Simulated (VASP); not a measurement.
Set up this calculation in VASP 6.6.1, as the native input.

| Item | Value |
| --- | --- |
| Task | single point |
| Functional | PBE |
| Potentials or basis | VASP PAW PBE potentials, release 64 (Al) |
| Cutoff | 520 eV |
| k mesh | 8 × 8 × 8 |
| Occupations | fermi-dirac, width 0.05 eV |
| Spin | no spin polarisation |
| Dipole correction | no |
| Further INCAR settings | ALGO = Normal; EDIFF = 1e-06; NBANDS = 8 |

The structure of Al lies in POSCAR:

```
Al
1.0
    2.5261021820      0.0000000000      0.0000000000
    0.0000000000      2.5261021820      0.0000000000
    0.0000000000      0.0000000000      2.5261021820
Al
1
Direct
    0.0000000000      0.0000000000      0.0000000000
```

One way to write it, as run:

INCAR

```
SYSTEM = Al
PREC = Accurate
ENCUT = 520
EDIFF = 1E-6
ISMEAR = -1
SIGMA = 0.05
LREAL = .FALSE.
LASPH = .TRUE.
NELM = 60
ALGO = Normal
ISIF = 2
LWAVE = .FALSE.
LCHARG = .TRUE.
GGA = PE
LELF = .TRUE.
LVHAR = .TRUE.
NBANDS = 8
```

KPOINTS

```
regular mesh
0
G
  8 8 8
  0 0 0
```

Potentials or basis: VASP PAW PBE potentials, release 64 (Al).

Command:

```sh
$ cat potpaw_PBE.64/Al/POTCAR > POTCAR
$ mpirun -np 1 vasp_std > vasp.out
```

It gave:

- Pressure: 20.0 GPa

It took 4.5 s on 1 thread of Intel Xeon 8259CL (shared host), peak memory 0.12 GiB.
